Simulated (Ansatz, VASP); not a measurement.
## One calculation of C, two programs

The input INCAR:

```
SYSTEM = C
ALGO = Normal
EDIFF = 1E-6
ENCUT = 600
GGA = CA
GGA_COMPAT = .FALSE.
ISIF = 2
ISMEAR = -1
LASPH = .TRUE.
LCHARG = .TRUE.
LELF = .TRUE.
LREAL = .FALSE.
LVHAR = .TRUE.
LWAVE = .FALSE.
NBANDS = 11
NELM = 120
PREC = Accurate
SIGMA = 0.1
```

KPOINTS

```
k-points
0
G
  14 14 3
  0 0 0
```

File POSCAR:

```
C
1.0
    2.4561700000      0.0000000000      0.0000000000
   -1.2280900000      2.1271100000      0.0000000000
    0.0000000000      0.0000000000      8.5238000000
C
2
Direct
    0.3333333333      0.6666666667      0.0000000000
    0.6666666667      0.3333333333     -0.0058659283
```

Input for Ansatz:

```yaml
crystal:
  lattice:
    - [2.45617, 0.0, 0.0]
    - [-1.22809, 2.12711, 0.0]
    - [0.0, 0.0, 8.5238]
  atoms:
    - { symbol: C, position: [0.3333333333333333, 0.6666666666666666, 0.0] }
    - { symbol: C, position: [0.6666666666666666, 0.3333333333333333, -0.005865928341819377] }
kpoints:
  mp_grid:
    grid: [14, 14, 3]
hamiltonian:
  xc: lda
scf:
  occupations:
    method: fermi_dirac
    width: 0.1
output:
  forces: true
```

Alike in both runs: task single point; functional LDA; k mesh 14 × 14 × 3; occupations fermi-dirac, width 0.1 eV; no spin polarisation.

|  | VASP | Ansatz |
| --- | --- | --- |
| version | VASP 6.6.1 | Ansatz 0.2.0 |
| potentials or method | VASP PAW LDA potentials, release 64 (C) | plane waves, PAW |
| plane-wave cutoff (eV) | 600 | 420 |
| valence electrons in the cell | 8 | 8 |

```tsv
	VASP	Ansatz	Ansatz less VASP
rms of the force components (eV/Å)	0.513	0.515	+0.0028
```

LDA's correlation is that of Perdew and Zunger in VASP and of Perdew and Wang (1992) in Ansatz. Atom by atom the forces differ by 0.003 eV/Å (rms over components).
